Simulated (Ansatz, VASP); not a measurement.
# Ti in VASP and in Ansatz

```
Ti
1.0
    -1.68355    1.68355    1.68355
     1.68355   -1.68355    1.68355
     1.68355    1.68355   -1.68355
Ti
1
Direct
  0.00000 0.00000 0.00000
```

Alike in both runs: task single point; functional PBE; k mesh 22 × 22 × 22; occupations gaussian, width 0.15 eV; no spin polarisation.

|  | VASP | Ansatz |
| --- | --- | --- |
| version | VASP 6.6.1 | Ansatz 0.2.0 |
| potentials or method | VASP PAW PBE potentials, release 64 (Ti_sv), cutoff 520 eV | scalar-relativistic, plane waves, PAW |
| valence electrons in the cell | 12 | 12 |

VASP gave:

| Property | Result |
| --- | --- |
| gap on the k mesh at the Fermi level (eV) | none |
| pressure (GPa) | -9.1 |

Task: Estimate Ansatz's values.

Result: gap on the k mesh at the Fermi level (eV): none; pressure (GPa): -9.0.

A gap of «none» marks a metal or a gap that the smearing closes. With one functional, cell and mesh, what is left measures potentials, basis and numerics.
